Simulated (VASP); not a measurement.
# Ge in VASP: notebook

Runs on Ge. Level: BLYP. Tasks: single point.

Program: VASP 6.6.1. These are calculated values, not measurements. Logs are shortened: lines on timing, memory, paths and dates and some standing lists are left out, and cuts for length are marked.

## (1) The cell of the first run

The typed cell holds 2 atoms: a = 3.093 Å, b = 3.093 Å, c = 5.208 Å, α = 90.00°, β = 90.00°, γ = 120.51°.

## (2) Single point, BLYP

Contents of INCAR:

```
SYSTEM = Ge
PREC = Accurate ; ENCUT = 520
EDIFF = 1E-7 ; ISMEAR = -1
SIGMA = 0.05 ; LREAL = .False.
LASPH = .True. ; NELM = 80
ALGO = Normal ; ISIF = 2
LWAVE = .False. ; LCHARG = .True.
GGA = B5 ; ALDAX = 1.0
AGGAX = 1.0 ; AGGAC = 1.0
ALDAC = 0.0 ; LELF = .True.
LVHAR = .True. ; NBANDS = 21
```

Contents of KPOINTS:

```
regular mesh
0
Gamma
  10 10 6
  0 0 0
```

Contents of POSCAR:

```
Ge
1.0
    1.5345775574     -2.6852480539      0.0000000000
    1.5345775574      2.6852480539      0.0000000000
    0.0000000000      0.0000000000      5.2077390447
Ge
2
Direct
    0.2500332713      0.7499667287      0.2500000000
    0.7499667287      0.2500332713      0.7500000000
```

Potentials or basis: VASP PAW PBE potentials, release 64 (Ge_d).

Command:

```sh
> cat potpaw_PBE.64/Ge_d/POTCAR > POTCAR
> mpirun -np 1 vasp_std > vasp.out
```

OUTCAR:

```text
SYSTEM = Ge
   PREC = Accurate
   ENCUT = 520
   EDIFF = 1E-7
   ISMEAR = -1
   LREAL = .False.
   LASPH = .True.
   NELM = 80
   ISIF = 2
   GGA = B5

 ion  position               nearest neighbor table
   1  0.250  0.750  0.250-
   2  0.750  0.250  0.750-

  LATTYP: Found a base centered orthorhombic cell.
 ALAT       =     3.0691551148
 B/A-ratio  =     1.7498288314
 C/A-ratio  =     1.6967989072

  Lattice vectors:

 A1 = (   1.5345775574,  -2.6852480539,   0.0000000000)
 A2 = (   1.5345775574,   2.6852480539,   0.0000000000)
 A3 = (   0.0000000000,   0.0000000000,   5.2077390447)

Analysis of symmetry for initial positions (statically):
=====================================================================
 Subroutine PRICEL returns:
 Original cell was already a primitive cell.

 Routine SETGRP: Setting up the symmetry group for a
 base centered orthorhombic supercell.

 Subroutine GETGRP returns: Found  8 space group operations
 (whereof  4 operations were pure point group operations)
 out of a pool of  8 trial point group operations.

The static configuration has the point symmetry C_2h.
 The point group associated with its full space group is D_2h.

Analysis of symmetry for dynamics (positions and initial velocities):
=====================================================================
 Subroutine PRICEL returns:
 Original cell was already a primitive cell.

 Routine SETGRP: Setting up the symmetry group for a
 base centered orthorhombic supercell.

 Subroutine GETGRP returns: Found  8 space group operations
 (whereof  4 operations were pure point group operations)
 out of a pool of  8 trial point group operations.

The dynamic configuration has the point symmetry C_2h.
 The point group associated with its full space group is D_2h.

 Subroutine INISYM returns: Found  8 space group operations
 (whereof  4 operations are pure point group operations),
 and found     1 'primitive' translations

----------------------------------------------------------------------------------------

                                     Primitive cell

  volume of cell :      42.9193

  direct lattice vectors                    reciprocal lattice vectors
[... 72 lines left out ...]
   dimension x,y,z NGX =    24 NGY =   24 NGZ =   40
   dimension x,y,z NGXF=    48 NGYF=   48 NGZF=   80
   ions per type =               2
   NGX,Y,Z   is equivalent  to a cutoff of  12.90, 12.90, 12.77 a.u.
   NGXF,Y,Z  is equivalent  to a cutoff of  25.80, 25.80, 25.54 a.u.
 SYSTEM =  Ge
   PREC   = accura    normal or accurate (medium, high low for compatibility)
   ISTART =      0    job   : 0-new  1-cont  2-samecut
   ICHARG =      2    charge: 1-file 2-atom 10-const
   ISPIN  =      1    spin polarized calculation?
   LNONCOLLINEAR =      F non collinear calculations
   LSORBIT =      F    spin-orbit coupling
   LASPH  =      T    aspherical Exc in radial PAW
   ENCUT  =  520.0 eV  38.22 Ry    6.18 a.u.   5.75  5.75  9.68*2*pi/ulx,y,z
   NELM   =     80;   NELMIN=  2; NELMDL= -5     # of ELM steps
   EDIFF  = 0.1E-06   stopping-criterion for ELM
   LREAL  =      F    real-space projection
   EDIFFG = 0.1E-05   stopping-criterion for IOM
   NSW    =      0    number of steps for IOM
   IBRION =     -1    ionic relax: 0-MD 1-quasi-New 2-CG
   NFREE  =      0    steps in history (QN), initial steepest desc. (CG)
   ISIF   =      2    stress and relaxation
   ISYM   =      2    0-nonsym 1-usesym 2-fastsym
   POTIM  = 0.5000    time-step for ionic-motion
   TEBEG  =    0.0;   TEEND  =   0.0 temperature during run
   PSTRESS=    0.0 pullay stress
   NELECT =      28.0000    total number of electrons
   NUPDOWN=      -1.0000    fix difference up-down
   EMIN   =  10.00;   EMAX   =-10.00  energy-range for DOS
   EFERMI =   0.00;   METHOD = LEGACY
   ISMEAR =    -1;   SIGMA  =   0.05  broadening in eV -4-tet -1-fermi 0-gaus
   EFERMI_NEDOS =   21; number of points for ismear=-14 and -15
   IALGO  =     38    algorithm
   IMIX   =      4    mixing-type and parameters
     AMIX     =   0.40;   BMIX     =  1.00
     AMIX_MAG =   1.60;   BMIX_MAG =  1.00
  volume/ion in A,a.u.               =      21.46       144.82
  Fermi-wavevector in a.u.,A,eV,Ry     =   1.419853  2.683133 27.429104  2.015982
  Thomas-Fermi vector in A             =   2.540830
   LORBIT       =      0    0 simple, 1 ext, 2 COOP (PROOUT), +10 PAW based schemes
   GGA     = B5    functional components
   LHFCALC =     F    Hartree Fock is set to
   AEXX    =    0.0000 exact exchange contribution
   IVDW    =     0    specifies the selected vdW correction
   LEPSILON=     F    determine dielectric tensor
   LRPA    =     F    only Hartree local field effects (RPA)
 non-spin polarized calculation
  energy-cutoff  :      520.00
  volume of cell :       42.92
 maximum number of plane-waves:      1172
   NGX = 11   NGY = 11   NGZ = 19

 number of electron      28.0000003 magnetization

 Free energy of the ion-electron system (eV)
  ---------------------------------------------------
  ext. energy  EPLUGINS =         0.00000000
  ---------------------------------------------------
  free energy    TOTEN  =        -6.69933320 eV

  energy without entropy =       -6.69257284  energy(sigma->0) =       -6.69595302

 E-fermi :   5.9294     XC(G=0): -10.0591

 val. band max:        5.9156607228   @ k =   0.3000   0.2000   0.3333
 cond. band min:       5.9294883518   @ k =   0.2000   0.1000   0.1667
 fundamental gap:      0.0138276290
 Fermi energy:         5.9293891207

 k-point     1 :       0.0000    0.0000    0.0000
  band No.  band energies     occupation
      1     -18.8163      2.00000
      2     -18.8046      2.00000
      3     -18.7893      2.00000
      4     -18.7891      2.00000
      5     -18.7796      2.00000
      6     -18.7772      2.00000
[... 565 lines left out ...]
     20      20.0617      0.00000
     21      21.0127      0.00000

 [... further k-points ...]
[... 5 lines left out ...]
  --------------------------------------------------------------------------------------
  -------------------------------------------------------------------------------------
  Total        0.0169884      0.0096098      0.0116815      0.0000000      0.0000000      0.0000000
  in kB        0.6341771      0.3587354      0.4360692      0.0000000      0.0000000      0.0000000
  external PRESSURE =       0.4763272 kB  Pullay stress =       0.0000000 kB

 VOLUME and BASIS-vectors are now :
 -----------------------------------------------------------------------------
  energy-cutoff  :      520.00
  volume of cell :       42.92
      direct lattice vectors                 reciprocal lattice vectors
     1.534577557 -2.685248054  0.000000000     0.325822568 -0.186202537  0.000000000
     1.534577557  2.685248054  0.000000000     0.325822568  0.186202537  0.000000000
     0.000000000  0.000000000  5.207739045     0.000000000  0.000000000  0.192021910

 POSITION                                       TOTAL-FORCE (eV/Angst)
 -----------------------------------------------------------------------------------
      1.53458      1.34245      1.30193         0.000000      0.000032      0.000000
      1.53458     -1.34245      3.90580         0.000000     -0.000032      0.000000
 -----------------------------------------------------------------------------------
    total drift:                                0.000000      0.000000     -0.000000

  FREE ENERGIE OF THE ION-ELECTRON SYSTEM (eV)
  ---------------------------------------------------
  free  energy   TOTEN  =        -6.6993331958 eV

  energy  without entropy=       -6.6925728393  energy(sigma->0) =       -6.69595302
```

stdout:

```text
POSCAR found type information on POSCAR Ge
 POSCAR found :  1 types and       2 ions
 scaLAPACK will be used
 -----------------------------------------------------------------------------
|                                                                             |
|                                                                             |
|     You enforced a specific xc type in the INCAR file but a different       |
|     I HOPE YOU KNOW WHAT YOU ARE DOING!                                     |
|                                                                             |
 -----------------------------------------------------------------------------

 LDA part: xc-table for (Slater(with rela. corr.)+VWN5), standard interpolation
 POSCAR, INCAR and KPOINTS ok, starting setup
 FFT: planning ... GRIDC
 FFT: planning ... GRID_SOFT
 FFT: planning ... GRID
 WAVECAR not read
 entering main loop
```

Run time: 35 s. Hardware: 1 thread of Intel Xeon 6975P-C (Granite Rapids), shared host; peak memory 0.21 GiB.

What came out:

```yaml
Free_energy: -6.6993 eV
Pressure: 0.0 GPa
Band_gap_on_the_k_mesh: zero (band 14 reaches 11.64 eV, above the bottom of band 15 at 4.21 eV)
```

Caveat: the PAW data sets were made with another functional, which shifts forces and pressure a little.

## (3) Single point, BLYP

Contents of INCAR:

```
SYSTEM = Ge
AGGAC    = 1.0          
AGGAX    = 1.0          
ALDAC    = 0.0          
ALDAX    = 1.0          
ALGO     = Normal         ! electronic algorithm
EDIFF    = 1E-6           ! SCF threshold, eV
ENCUT    = 520            ! plane-wave cutoff, eV
GGA      = B5             ! functional
ISIF     = 2              ! what is computed and relaxed
ISMEAR   = -1             ! smearing method
LASPH    = .True.         ! aspherical terms in the spheres
LCHARG   = .False.        ! write CHGCAR
LREAL    = .False.        ! projectors in reciprocal space
LWAVE    = .False.        ! write WAVECAR
NBANDS   = 21             ! bands
NELM     = 80             ! most SCF steps
PREC     = Accurate       ! precision mode
SIGMA    = 0.05           ! smearing width, eV
```

Contents of KPOINTS:

```
k-points
0
Gamma
  10 10 6
  0 0 0
```

Contents of POSCAR:

```
Ge
1.0
    1.5345775576     -2.6852480512      0.0000000000
    1.5345775576      2.6852480512      0.0000000000
    0.0000000000      0.0000000000      5.2077390400
Ge
2
Direct
    0.2500332686      0.7499667314      0.2500000000
    0.7499667314      0.2500332686      0.7500000000
```

Potentials or basis: VASP PAW PBE potentials, release 64 (Ge_d).

Command:

```sh
> cat potpaw_PBE.64/Ge_d/POTCAR > POTCAR
> mpirun -np 1 vasp_std > vasp.out
```

OUTCAR:

```text
SYSTEM = Ge
   EDIFF = 1E-6
   ENCUT = 520
   GGA = B5
   ISIF = 2
   ISMEAR = -1
   LASPH = .True.
   LREAL = .False.
   NELM = 80
   PREC = Accurate

 ion  position               nearest neighbor table
   1  0.250  0.750  0.250-
   2  0.750  0.250  0.750-

  LATTYP: Found a base centered orthorhombic cell.
 ALAT       =     3.0691551152
 B/A-ratio  =     1.7498288294
 C/A-ratio  =     1.6967989054

  Lattice vectors:

 A1 = (   1.5345775576,  -2.6852480512,   0.0000000000)
 A2 = (   1.5345775576,   2.6852480512,   0.0000000000)
 A3 = (   0.0000000000,   0.0000000000,   5.2077390400)

Analysis of symmetry for initial positions (statically):
=====================================================================
 Subroutine PRICEL returns:
 Original cell was already a primitive cell.

 Routine SETGRP: Setting up the symmetry group for a
 base centered orthorhombic supercell.

 Subroutine GETGRP returns: Found  8 space group operations
 (whereof  4 operations were pure point group operations)
 out of a pool of  8 trial point group operations.

The static configuration has the point symmetry C_2h.
 The point group associated with its full space group is D_2h.

Analysis of symmetry for dynamics (positions and initial velocities):
=====================================================================
 Subroutine PRICEL returns:
 Original cell was already a primitive cell.

 Routine SETGRP: Setting up the symmetry group for a
 base centered orthorhombic supercell.

 Subroutine GETGRP returns: Found  8 space group operations
 (whereof  4 operations were pure point group operations)
 out of a pool of  8 trial point group operations.

The dynamic configuration has the point symmetry C_2h.
 The point group associated with its full space group is D_2h.

 Subroutine INISYM returns: Found  8 space group operations
 (whereof  4 operations are pure point group operations),
 and found     1 'primitive' translations

[... 102 lines left out ...]
   POTIM  = 0.5000    time-step for ionic-motion
   TEBEG  =    0.0;   TEEND  =   0.0 temperature during run
   PSTRESS=    0.0 pullay stress
   NELECT =      28.0000    total number of electrons
   NUPDOWN=      -1.0000    fix difference up-down
   EMIN   =  10.00;   EMAX   =-10.00  energy-range for DOS
   EFERMI =   0.00;   METHOD = LEGACY
   ISMEAR =    -1;   SIGMA  =   0.05  broadening in eV -4-tet -1-fermi 0-gaus
   EFERMI_NEDOS =   21; number of points for ismear=-14 and -15
   IALGO  =     38    algorithm
   IMIX   =      4    mixing-type and parameters
     AMIX     =   0.40;   BMIX     =  1.00
     AMIX_MAG =   1.60;   BMIX_MAG =  1.00
  volume/ion in A,a.u.               =      21.46       144.82
  Fermi-wavevector in a.u.,A,eV,Ry     =   1.419853  2.683133 27.429104  2.015982
  Thomas-Fermi vector in A             =   2.540830
   LORBIT       =      0    0 simple, 1 ext, 2 COOP (PROOUT), +10 PAW based schemes
   GGA     = B5    functional components
   LHFCALC =     F    Hartree Fock is set to
   AEXX    =    0.0000 exact exchange contribution
   IVDW    =     0    specifies the selected vdW correction
   LEPSILON=     F    determine dielectric tensor
   LRPA    =     F    only Hartree local field effects (RPA)
 non-spin polarized calculation
  energy-cutoff  :      520.00
  volume of cell :       42.92
 maximum number of plane-waves:      1172
   NGX = 11   NGY = 11   NGZ = 19

 number of electron      28.0000003 magnetization

 Free energy of the ion-electron system (eV)
  ---------------------------------------------------
  ext. energy  EPLUGINS =         0.00000000
  ---------------------------------------------------
  free energy    TOTEN  =        -6.69933357 eV

  energy without entropy =       -6.69257288  energy(sigma->0) =       -6.69595323

 E-fermi :   5.9294     XC(G=0): -10.0591

 val. band max:        5.9157051808   @ k =   0.3000   0.2000   0.3333
 cond. band min:       5.9294906540   @ k =   0.2000   0.1000   0.1667
 fundamental gap:      0.0137854732
 Fermi energy:         5.9294134510

 k-point     1 :       0.0000    0.0000    0.0000
  band No.  band energies     occupation
      1     -18.8163      2.00000
      2     -18.8047      2.00000
      3     -18.7894      2.00000
      4     -18.7891      2.00000
      5     -18.7796      2.00000
      6     -18.7772      2.00000
[... 565 lines left out ...]
     20      20.0617      0.00000
     21      21.0127      0.00000

 [... further k-points ...]
[... 5 lines left out ...]
  --------------------------------------------------------------------------------------
  -------------------------------------------------------------------------------------
  Total        0.0014753     -0.0044016     -0.0044322      0.0000000      0.0000000      0.0000000
  in kB        0.0550736     -0.1643118     -0.1654558      0.0000000      0.0000000      0.0000000
  external PRESSURE =      -0.0915647 kB  Pullay stress =       0.0000000 kB

 VOLUME and BASIS-vectors are now :
 -----------------------------------------------------------------------------
  energy-cutoff  :      520.00
  volume of cell :       42.92
      direct lattice vectors                 reciprocal lattice vectors
     1.534577558 -2.685248051  0.000000000     0.325822568 -0.186202537  0.000000000
     1.534577558  2.685248051  0.000000000     0.325822568  0.186202537  0.000000000
     0.000000000  0.000000000  5.207739040     0.000000000  0.000000000  0.192021911

 POSITION                                       TOTAL-FORCE (eV/Angst)
 -----------------------------------------------------------------------------------
      1.53458      1.34245      1.30193         0.000000      0.000033      0.000000
      1.53458     -1.34245      3.90580         0.000000     -0.000033      0.000000
 -----------------------------------------------------------------------------------
    total drift:                               -0.000000     -0.000000     -0.000000

  FREE ENERGIE OF THE ION-ELECTRON SYSTEM (eV)
  ---------------------------------------------------
  free  energy   TOTEN  =        -6.6993335725 eV

  energy  without entropy=       -6.6925728798  energy(sigma->0) =       -6.69595323
```

Run time: 37 s. Hardware: 1 thread of Intel Xeon Platinum 8488C (Sapphire Rapids), shared host; peak memory 0.21 GiB.

Results:

```yaml
Free_energy: -6.6993 eV
Pressure: 0.0 GPa
Band_gap_on_the_k_mesh: zero (band 14 reaches 11.64 eV, above the bottom of band 15 at 4.21 eV)
```

Levels at points of the mesh, in eV from the Fermi level:
| k point | band 10 | band 11 | band 12 | band 13 | band 14 | band 15 | band 16 | band 17 | band 18 | band 19 |
| --- | --- | --- | --- | --- | --- | --- | --- | --- | --- | --- |
| (0.00, 0.00, 0.00) | -24.64 | -12.20 | -8.13 | -4.80 | 5.57 | 6.34 | 7.24 | 7.50 | 8.79 | 11.13 |
| (0.50, 0.00, 0.00) | -24.65 | -7.36 | -7.36 | -2.27 | -2.27 | 0.30 | 0.30 | 3.60 | 3.60 | 9.68 |
| (0.50, 0.50, 0.00) | -24.64 | -8.60 | -4.86 | -4.57 | -1.73 | -1.37 | 2.68 | 4.06 | 5.99 | 7.03 |
| (0.00, 0.00, 0.50) | -24.67 | -10.89 | -10.89 | 0.56 | 0.56 | 6.81 | 6.81 | 6.94 | 6.94 | 12.26 |
| (0.50, 0.00, 0.50) | -24.64 | -6.87 | -6.87 | -4.29 | -4.29 | 3.13 | 3.13 | 4.78 | 4.78 | 8.03 |
| (0.50, 0.50, 0.50) | -24.65 | -7.33 | -7.33 | -3.60 | -3.60 | 3.20 | 3.20 | 3.93 | 3.93 | 8.70 |

Caveat: the PAW data sets were made with another functional, which shifts forces and pressure a little.
